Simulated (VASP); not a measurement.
# Mn3O4: single point with LDA

Crystal: Mn3O4.

```xyz
14
Lattice="-2.8825 2.8825 4.7210 2.8825 -2.8825 4.7210 2.8825 2.8825 -4.7210" Properties=species:S:1:pos:R:3 pbc="T T T"
Mn    0.0000    0.0000    0.0000
Mn    0.0000    2.8825    2.3605
Mn    0.0000    1.4412    5.9013
Mn    1.4413    0.0000    3.5408
Mn    2.8825    1.4412    1.1803
Mn    1.4413    2.8825   -1.1803
O     0.0000    1.2810    3.6248
O     1.6015    0.0000    1.2643
O     2.8825    1.6015   -1.0962
O     4.1635    0.0000    1.2643
O     2.8825   -1.2810    3.4567
O     1.6015    2.8825    1.0962
O     2.8825    1.2810    3.4567
O     1.2810    0.0000    5.8172
```

```
Program                : VASP 6.6.1
Task                   : single point
Functional             : LDA
Potentials or basis    : VASP PAW LDA potentials, release 64 (Mn_pv, O)
Cutoff                 : 520 eV
k mesh                 : 5 × 5 × 5
Occupations            : gaussian, width 0.02 eV
Spin                   : collinear spin, ferrimagnetic start
Starting moments       : [-5.0, -5.0, 4.0, 4.0, 4.0, 4.0, 0.0, 0.0, 0.0, 0.0, 0.0, 0.0, 0.0, 0.0] μB
Dipole correction      : no
Further INCAR settings : ALGO = Normal; EDIFF = 1e-06; NBANDS = 80
```

| Property | Result |
| --- | --- |
| Pressure | -12.6 GPa |
| Largest force | 0.507 eV/Å |
| Band gap on the k mesh | 0.10 eV (least direct gap 0.12 eV) |
| Net moment | 6.00 μB per cell |
| Site moments | Mn -4.04, +3.42 (each value once); O +0.04 μB |
| Valence electrons inside the program's atomic spheres | Mn 11.42, 11.58 (each value once); O 4.98 |

Forces on the atoms (eV/Å):
```
Mn   0.000  0.000  0.000
Mn   0.000  0.000  0.000
Mn   0.000  0.000  0.000
Mn   0.000  0.000  0.000
Mn   0.000  0.000  0.000
Mn   0.000  0.000  0.000
O    0.000  0.286 -0.419
O   -0.286  0.000 -0.419
O    0.000 -0.286 -0.419
O    0.286  0.000 -0.419
O    0.000 -0.286  0.419
O   -0.286  0.000  0.419
O    0.000  0.286  0.419
O    0.286  0.000  0.419
```

Stress tensor (GPa, compression positive):
```
-13.51   0.00   0.00
  0.00 -13.51   0.00
  0.00   0.00 -10.93
```

Levels at points of the mesh, in eV from the valence-band top:
Spin up:
```csv
k point,band 63,band 64,band 65,band 66,band 67,band 68,band 69,band 70
"(0.00, 0.00, 0.00)",-0.15,-0.14,-0.02,-0.02,0.98,1.14,1.14,1.73
```
Spin down:
| k point | band 56 | band 57 | band 58 | band 59 | band 60 | band 61 | band 62 | band 63 | band 64 | band 65 |
| --- | --- | --- | --- | --- | --- | --- | --- | --- | --- | --- |
| (0.00, 0.00, 0.00) | -0.87 | -0.87 | -0.25 | -0.07 | -0.07 | 0.10 | 0.20 | 0.76 | 0.80 | 1.04 |

It took 20 min on 1 thread of Oxide Virtual Turin-like Processor (shared host), peak memory 0.43 GiB.

Caveat: the cell stands under tension; an odd mesh through Γ misses points on the zone boundary, where band edges can lie.
